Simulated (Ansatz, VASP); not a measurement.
## One calculation of TaTiN, two programs

```xyz
6
Lattice="3.8972 0.0000 0.0000 0.0000 3.8972 0.0000 0.0000 0.0000 5.7226" Properties=species:S:1:pos:R:3 pbc="T T T"
Ti    0.0000    0.0000    4.2920
Ti    0.0000    0.0000    1.4307
Ta    1.9486    1.9486    0.0000
Ta    1.9486    1.9486    2.8613
N     1.9486    0.0000    2.8613
N     0.0000    1.9486    0.0000
```

Change from the starting cell: species swapped into the TbCoC type (P4_2/mmc, No. 131).

Alike in both runs: functional PBE; k mesh 10 × 10 × 8; occupations gaussian, width 0.1 eV; no spin polarisation.

Ansatz relaxed the structure, and its values are those at the end. VASP's run is a single point on that final structure, the one shown.

```csv
,VASP,Ansatz
version,VASP 6.6.1,Ansatz 0.2.0
potentials or method,"VASP PAW PBE potentials, release 64 (Ti_sv, Ta_pv, N), cutoff 520 eV","scalar-relativistic, plane waves, PAW"
valence electrons in the cell,56,60
```

|  | VASP | Ansatz | Ansatz less VASP |
| --- | --- | --- | --- |
| gap on the k mesh at the Fermi level (eV) | none | none | - |
| pressure (GPa) | 0.4 | 0.0 | -0.37 |

A gap of «none» marks a metal or a gap that the smearing closes. VASP's potentials hold 56 valence electrons a cell and Ansatz's 60, so a difference there can come from the potentials and not from the codes.

Neither program's run includes spin-orbit coupling.
